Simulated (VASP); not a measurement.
# Ga2O3 (Ga2O3 (C2/m)) (C2/m) in VASP: single point with PBE

Aim: the single point of Ga2O3 (Ga2O3 (C2/m)) with PBE.

Everything below comes from runs of VASP 6.6.1. Logs are shortened: lines on timing, memory, paths and dates and some standing lists are left out, and cuts for length are marked.

## Step 1: The cell of the first run

The structure is monoclinic, space group C2/m (No. 12). Conventional cell: a = 12.456 Å, b = 3.083 Å, c = 5.877 Å, α = 90.00°, β = 103.70°, γ = 90.00°. Ga (site symmetry m) has 6 O at 1.97 to 2.11 Å within 2.6 Å. Ga (site symmetry m) has 4 O at 1.86 to 1.90 Å within 2.5 Å. O (site symmetry m) has 3 Ga at 1.86 to 1.97 Å within 2.5 Å. Within 2.5 Å of O (site symmetry m) lie 4 Ga at 1.90 to 2.11 Å. O (site symmetry m) has 3 Ga at 1.86 to 1.97 Å within 2.5 Å.

## Step 2: Single point, PBE

INCAR reads:

```
SYSTEM = Ga2O3
  PREC = Accurate
  ENCUT = 520
  EDIFF = 1E-6
  ISMEAR = 0
  SIGMA = 0.01
  LREAL = .False.
  LASPH = .True.
  NELM = 100
  ALGO = Normal
  ISIF = 2
  LWAVE = .False.
  LCHARG = .False.
  GGA = PE
  NBANDS = 55
```

KPOINTS reads:

```
Automatic mesh
0
Gamma
  9 9 5
  0 0 0
```

POSCAR reads:

```
Ga2O3
1.0
    6.2279771498     -1.5416103631      0.0067278629
    6.2279771498      1.5416103631      0.0067278629
   -1.3977182419      0.0000000000      5.7085775531
Ga O
4 6
Direct
    0.3415090598      0.3415090598      0.6858077331
    0.6584909402      0.6584909402      0.3141922669
    0.9100914833      0.9100914833      0.2052623166
    0.0899085167      0.0899085167      0.7947376834
    0.5040000822      0.5040000822      0.7433109735
    0.4959999178      0.4959999178      0.2566890265
    0.8263076895      0.8263076895      0.4356700603
    0.1736923105      0.1736923105      0.5643299397
    0.1634951096      0.1634951096      0.1091575812
    0.8365048904      0.8365048904      0.8908424188
```

Potentials or basis: VASP PAW PBE potentials, release 64 (Ga_d, O).

Run with:

```
> cat potpaw_PBE.64/Ga_d/POTCAR potpaw_PBE.64/O/POTCAR > POTCAR
> mpirun -np 1 vasp_std > vasp.out
```

OUTCAR:

```text
SYSTEM = Ga2O3
   PREC = Accurate
   ENCUT = 520
   EDIFF = 1E-6
   ISMEAR = 0
   LREAL = .False.
   LASPH = .True.
   NELM = 100
   ISIF = 2
   GGA = PE

 ion  position               nearest neighbor table
   1  0.342  0.342  0.686-  10 1.97  10 1.97   5 1.97   8 2.04   7 2.11   7 2.11
   2  0.658  0.658  0.314-   9 1.97   9 1.97   6 1.97   7 2.04   8 2.11   8 2.11
   3  0.910  0.910  0.205-  10 1.86   6 1.86   6 1.86   7 1.90
   4  0.090  0.090  0.795-   9 1.86   5 1.86   5 1.86   8 1.90
   5  0.504  0.504  0.743-   4 1.86   4 1.86   1 1.97
   6  0.496  0.496  0.257-   3 1.86   3 1.86   2 1.97
   7  0.826  0.826  0.436-   3 1.90   2 2.04   1 2.11   1 2.11
   8  0.174  0.174  0.564-   4 1.90   1 2.04   2 2.11   2 2.11
   9  0.163  0.163  0.109-   4 1.86   2 1.97   2 1.97
  10  0.837  0.837  0.891-   3 1.86   1 1.97   1 1.97

  LATTYP: Found a base centered monoclinic cell.
 ALAT       =    12.4559615675
 B/A-ratio  =     0.2475297238
 C/A-ratio  =     0.4718382815
 COS(beta)  =    -0.2367710431

  Lattice vectors:

 A1 = (   6.2279771498,  -1.5416103631,   0.0067278629)
 A2 = (   6.2279771498,   1.5416103631,   0.0067278629)
 A3 = (  -1.3977182419,   0.0000000000,   5.7085775531)

Analysis of symmetry for initial positions (statically):
=====================================================================
 Subroutine PRICEL returns:
 Original cell was already a primitive cell.

 Routine SETGRP: Setting up the symmetry group for a
 base centered monoclinic supercell.

 Subroutine GETGRP returns: Found  4 space group operations
 (whereof  4 operations were pure point group operations)
 out of a pool of  4 trial point group operations.

The static configuration has the point symmetry C_2h.

Analysis of symmetry for dynamics (positions and initial velocities):
=====================================================================
 Subroutine PRICEL returns:
 Original cell was already a primitive cell.

 Routine SETGRP: Setting up the symmetry group for a
 base centered monoclinic supercell.

 Subroutine GETGRP returns: Found  4 space group operations
 (whereof  4 operations were pure point group operations)
 out of a pool of  4 trial point group operations.

The dynamic configuration has the point symmetry C_2h.

 Subroutine INISYM returns: Found  4 space group operations
 (whereof  4 operations are pure point group operations),
 and found     1 'primitive' translations

----------------------------------------------------------------------------------------

                                     Primitive cell

  volume of cell :     109.6464

  direct lattice vectors                    reciprocal lattice vectors
     6.227977150 -1.541610363  0.006727863     0.080261660 -0.324336169  0.019651688
     6.227977150  1.541610363  0.006727863     0.080261660  0.324336169  0.019651688
    -1.397718242  0.000000000  5.708577553    -0.000189185  0.000000000  0.175128666

  length of vectors
     6.415941642  6.415941642  5.877199500     0.334696988  0.334696988  0.175128768

  position of ions in fractional coordinates (direct lattice)
     0.341509060  0.341509060  0.685807733
     0.658490940  0.658490940  0.314192267
     0.910091483  0.910091483  0.205262317
     0.089908517  0.089908517  0.794737683
     0.504000082  0.504000082  0.743310974
     0.495999918  0.495999918  0.256689026
     0.826307689  0.826307689  0.435670060
     0.173692311  0.173692311  0.564329940
     0.163495110  0.163495110  0.109157581
     0.836504890  0.836504890  0.890842419

  ion indices of the primitive-cell ions
   primitive index   ion index
                 1           1
                 2           2
                 3           3
                 4           4
                 5           5
                 6           6
                 7           7
                 8           8
                 9           9
                10          10

----------------------------------------------------------------------------------------

 KPOINTS: Automatic mesh

Automatic generation of k-mesh.
 Grid dimensions read from file:
 generate k-points for:    9    9    5

 Generating k-lattice:

  Cartesian coordinates                     Fractional coordinates (reciprocal lattice)
     0.008917962 -0.036037352  0.002183521     0.111111111  0.000000000 -0.000000000
     0.008917962  0.036037352  0.002183521     0.000000000  0.111111111 -0.000000000
    -0.000037837  0.000000000  0.035025733    -0.000000000 -0.000000000  0.200000000

  Length of vectors
     0.037188554  0.037188554  0.035025754

  Shift w.r.t. Gamma in fractional coordinates (k-lattice)
     0.000000000  0.000000000  0.000000000

 Subroutine IBZKPT returns following result:
 ===========================================

 Found    115 irreducible k-points:

 Following reciprocal coordinates:
            Coordinates               Weight
  0.000000  0.000000  0.000000      1.000000
  0.111111 -0.000000 -0.000000      4.000000
  0.222222  0.000000 -0.000000      4.000000
  0.333333 -0.000000  0.000000      4.000000
  0.444444  0.000000 -0.000000      4.000000
  0.111111  0.111111 -0.000000      2.000000
[... 16 lines left out ...]
 -0.333333  0.333333  0.000000      2.000000
  0.444444  0.444444  0.000000      2.000000
 [... further k-points ...]
   k-points           NKPTS =    115   k-points in BZ     NKDIM =    115   number of bands    NBANDS=     55
   number of dos      NEDOS =    301   number of ions     NIONS =     10
   total plane-waves  NPLWV = 110592
   dimension x,y,z NGX =    48 NGY =   48 NGZ =   48
   dimension x,y,z NGXF=    96 NGYF=   96 NGZF=   96
   ions per type =               4   6
   NGX,Y,Z   is equivalent  to a cutoff of  12.44, 12.44, 13.58 a.u.
   NGXF,Y,Z  is equivalent  to a cutoff of  24.87, 24.87, 27.16 a.u.
 SYSTEM =  Ga2O3
   PREC   = accura    normal or accurate (medium, high low for compatibility)
   ISTART =      0    job   : 0-new  1-cont  2-samecut
   ICHARG =      2    charge: 1-file 2-atom 10-const
   ISPIN  =      1    spin polarized calculation?
   LNONCOLLINEAR =      F non collinear calculations
   LSORBIT =      F    spin-orbit coupling
   LASPH  =      T    aspherical Exc in radial PAW
   ENCUT  =  520.0 eV  38.22 Ry    6.18 a.u.  11.93 11.93 10.93*2*pi/ulx,y,z
   NELM   =    100;   NELMIN=  2; NELMDL= -5     # of ELM steps
   EDIFF  = 0.1E-05   stopping-criterion for ELM
   LREAL  =      F    real-space projection
   EDIFFG = 0.1E-04   stopping-criterion for IOM
   NSW    =      0    number of steps for IOM
   IBRION =     -1    ionic relax: 0-MD 1-quasi-New 2-CG
   NFREE  =      0    steps in history (QN), initial steepest desc. (CG)
   ISIF   =      2    stress and relaxation
   ISYM   =      2    0-nonsym 1-usesym 2-fastsym
   POTIM  = 0.5000    time-step for ionic-motion
   TEBEG  =    0.0;   TEEND  =   0.0 temperature during run
   PSTRESS=    0.0 pullay stress
   NELECT =      88.0000    total number of electrons
   NUPDOWN=      -1.0000    fix difference up-down
   EMIN   =  10.00;   EMAX   =-10.00  energy-range for DOS
   EFERMI =   0.00;   METHOD = LEGACY
   ISMEAR =     0;   SIGMA  =   0.01  broadening in eV -4-tet -1-fermi 0-gaus
   EFERMI_NEDOS =   21; number of points for ismear=-14 and -15
   IALGO  =     38    algorithm
   IMIX   =      4    mixing-type and parameters
     AMIX     =   0.40;   BMIX     =  1.00
     AMIX_MAG =   1.60;   BMIX_MAG =  1.00
  volume/ion in A,a.u.               =      10.96        73.99
  Fermi-wavevector in a.u.,A,eV,Ry     =   1.521380  2.874991 31.491989  2.314596
  Thomas-Fermi vector in A             =   2.630103
   LORBIT       =      0    0 simple, 1 ext, 2 COOP (PROOUT), +10 PAW based schemes
   GGA     = PE    functional components
   LHFCALC =     F    Hartree Fock is set to
   AEXX    =    0.0000 exact exchange contribution
   IVDW    =     0    specifies the selected vdW correction
   LEPSILON=     F    determine dielectric tensor
   LRPA    =     F    only Hartree local field effects (RPA)
 non-spin polarized calculation
 Gauss-broadening in eV      SIGMA  =   0.01
  energy-cutoff  :      520.00
  volume of cell :      109.65
 maximum number of plane-waves:      2967
   NGX = 23   NGY = 23   NGZ = 21

 number of electron      87.9999987 magnetization

 Free energy of the ion-electron system (eV)
  ---------------------------------------------------
  ext. energy  EPLUGINS =         0.00000000
  ---------------------------------------------------
  free energy    TOTEN  =       -59.67819380 eV

  energy without entropy =      -59.67819380  energy(sigma->0) =      -59.67819380

 E-fermi :   3.4879     XC(G=0): -11.3735

 val. band max:        3.4327850359   @ k =  -0.4444   0.4444   0.4000
 cond. band min:       5.4339088418   @ k =   0.0000   0.0000   0.0000
 fundamental gap:      2.0011238059
 Fermi energy:         3.4878926749

 k-point     1 :       0.0000    0.0000    0.0000
  band No.  band energies     occupation
      1     -15.1866      2.00000
      2     -14.1295      2.00000
      3     -14.0994      2.00000
      4     -13.9958      2.00000
      5     -13.5527      2.00000
      6     -13.5468      2.00000
[... 47 lines left out ...]
     54      15.4495      0.00000
     55      15.6355      0.00000

 k-point     2 :       0.1111   -0.0000   -0.0000
  band No.  band energies     occupation
      1     -15.0975      2.00000
      2     -14.1055      2.00000
      3     -14.0928      2.00000
      4     -13.9325      2.00000
      5     -13.5567      2.00000
      6     -13.5480      2.00000
[... 47 lines left out ...]
     54      14.6946      0.00000
     55      14.9785      0.00000

 k-point     3 :       0.2222    0.0000   -0.0000
  band No.  band energies     occupation
      1     -14.8516      2.00000
      2     -14.0722      2.00000
      3     -14.0075      2.00000
      4     -13.8264      2.00000
      5     -13.5647      2.00000
      6     -13.5509      2.00000
[... 1152 lines left out ...]
 k-point    23 :      -0.3333    0.3333    0.0000
  band No.  band energies     occupation
      1     -14.2996      2.00000
      2     -14.2846      2.00000
      3     -13.8836      2.00000
      4     -13.7730      2.00000
      5     -13.5532      2.00000
      6     -13.5527      2.00000
[... 47 lines left out ...]
     54      14.3985      0.00000
     55      14.5568      0.00000

 k-point    24 :       0.4444    0.4444    0.0000
  band No.  band energies     occupation
      1     -14.8878      2.00000
      2     -14.6877      2.00000
      3     -14.1106      2.00000
      4     -13.7454      2.00000
      5     -13.5617      2.00000
      6     -13.5523      2.00000
[... 47 lines left out ...]
     54      15.2350      0.00000
     55      15.5393      0.00000

 [... further k-points ...]
[... 5 lines left out ...]
  --------------------------------------------------------------------------------------
  -------------------------------------------------------------------------------------
  Total        0.3523581      0.4715742      0.3749358      0.0000000      0.0000000      0.0195880
  in kB        5.1487338      6.8907452      5.4786442      0.0000000      0.0000000      0.2862246
  external PRESSURE =       5.8393744 kB  Pullay stress =       0.0000000 kB

 VOLUME and BASIS-vectors are now :
 -----------------------------------------------------------------------------
  energy-cutoff  :      520.00
  volume of cell :      109.65
      direct lattice vectors                 reciprocal lattice vectors
     6.227977150 -1.541610363  0.006727863     0.080261660 -0.324336169  0.019651688
     6.227977150  1.541610363  0.006727863     0.080261660  0.324336169  0.019651688
    -1.397718242  0.000000000  5.708577553    -0.000189185  0.000000000  0.175128666

 POSITION                                       TOTAL-FORCE (eV/Angst)
 -----------------------------------------------------------------------------------
      3.29526      0.00000      3.91958         0.009783      0.000000      0.003455
      7.76298      0.00000      1.80245        -0.009783      0.000000     -0.003455
     11.04916      0.00000      1.18400        -0.005123      0.000000     -0.002814
      0.00908      0.00000      4.53803         0.005123      0.000000      0.002814
      5.23886      0.00000      4.25003        -0.010483      0.000000     -0.007152
      5.81937      0.00000      1.47200         0.010483      0.000000      0.007152
      9.68351      0.00000      2.49817         0.008257      0.000000      0.001936
      1.37473      0.00000      3.22386        -0.008257      0.000000     -0.001936
      1.88392      0.00000      0.62533         0.020344      0.000000     -0.009844
      9.17432      0.00000      5.09670        -0.020344      0.000000      0.009844
 -----------------------------------------------------------------------------------
    total drift:                                0.000000      0.000000      0.000000

  FREE ENERGIE OF THE ION-ELECTRON SYSTEM (eV)
  ---------------------------------------------------
  free  energy   TOTEN  =       -59.6781938042 eV

  energy  without entropy=      -59.6781938042  energy(sigma->0) =      -59.67819380
```

It took 7.8 min on 1 thread of Intel Xeon 6975P-C (Granite Rapids), shared host; peak memory 0.66 GiB.

What came out:

```yaml
Free_energy: -59.6782 eV
Pressure: 0.6 GPa
Largest_force: 0.023 eV/Å
Band_gap_on_the_k_mesh: 2.00 eV, indirect (least direct gap 2.02 eV)
```

Forces in eV/Å, atoms in the order of the input:
```
Ga   0.010  0.000  0.003
Ga  -0.010  0.000 -0.003
Ga  -0.005  0.000 -0.003
Ga   0.005  0.000  0.003
O   -0.010  0.000 -0.007
O    0.010  0.000  0.007
O    0.008  0.000  0.002
O   -0.008  0.000 -0.002
O    0.020  0.000 -0.010
O   -0.020  0.000  0.010
```

Levels at points of the mesh, in eV from the valence-band top:
```tsv
k point	band 42	band 43	band 44	band 45	band 46	band 47
(0.00, 0.00, 0.00)	-0.46	-0.28	-0.02	2.00	5.36	6.28
```
